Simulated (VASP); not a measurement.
Wanted: the native input for a VASP 6.6.1 run.

| Quantity | Value |
| --- | --- |
| Task | single point |
| Functional | PBEsol |
| Potentials or basis | VASP PAW PBE potentials, release 64 (Hg, Te) |
| Cutoff | 520 eV |
| k mesh | 14 × 14 × 14 |
| Occupations | gaussian, width 0.15 eV |
| Spin | no spin polarisation |
| Dipole correction | no |
| Further INCAR settings | ALGO = Normal; EDIFF = 1e-07; NBANDS = 16 |

The structure of HgTe lies in POSCAR:

```
HgTe
1.0
    0.0000000000      3.2235000000      3.2235000000
    3.2235000000      0.0000000000      3.2235000000
    3.2235000000      3.2235000000      0.0000000000
Hg Te
1 1
Direct
    0.0000000000      0.0000000000      0.0000000000
    0.7500000000      0.7500000000      0.7500000000
```

One way to write it, as run:

INCAR

```
PREC     = Accurate       # precision mode
ENCUT    = 520            # plane-wave cutoff, eV
EDIFF    = 1E-7           # SCF threshold, eV
ISMEAR   = 0              # smearing method
SIGMA    = 0.15           # smearing width, eV
LREAL    = F              # projectors in reciprocal space
LASPH    = T              # aspherical terms in the spheres
NELM     = 80             # most SCF steps
ALGO     = Normal         # electronic algorithm
ISIF     = 2              # what is computed and relaxed
LWAVE    = F              # write WAVECAR
LCHARG   = F              # write CHGCAR
GGA      = PS             # functional
NBANDS   = 16             # bands
```

KPOINTS

```
Automatic mesh
0
Gamma
  14 14 14
```

Potentials or basis: VASP PAW PBE potentials, release 64 (Hg, Te).

The run is started by

```sh
$ cat potpaw_PBE.64/Hg/POTCAR potpaw_PBE.64/Te/POTCAR > POTCAR
$ mpirun -np 1 vasp_std > vasp.out
```

Results of the run:

* Pressure: 1.4 GPa
* Band gap on the k mesh: zero (filled and empty bands touch)

Caveat: the PAW data sets were made with another functional, which shifts forces and pressure a little; spin-orbit coupling is left out, which moves the levels of the heavy elements.

It took 68 s on 1 thread of AMD EPYC 9R45 (Zen 5), with other jobs on the host, peak memory 0.25 GiB.
